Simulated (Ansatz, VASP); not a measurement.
**SnO: VASP beside Ansatz**

```
CELL_PARAMETERS angstrom
0.00000 2.70821 2.70821
2.70821 0.00000 2.70821
2.70821 2.70821 0.00000
ATOMIC_POSITIONS crystal
Sn 0.00000 0.00000 0.00000
O 0.25000 0.25000 0.25000
```

Alike in both runs: task single point; functional LDA; k mesh 8 × 8 × 8; occupations fermi-dirac, width 0.02 eV; no spin polarisation.

|  | VASP | Ansatz |
| --- | --- | --- |
| version | VASP 6.6.1 | Ansatz 0.2.0 |
| potentials or method | VASP PAW LDA potentials, release 64 (Sn_d, O) | plane waves, PAW |
| plane-wave cutoff (eV) | 520 | 420 |
| valence electrons in the cell | 20 | 20 |

|  | VASP | Ansatz | Ansatz less VASP |
| --- | --- | --- | --- |
| pressure (GPa) | -3.1 | -3.2 | -0.07 |

LDA's correlation is that of Perdew and Zunger in VASP and of Perdew and Wang (1992) in Ansatz.
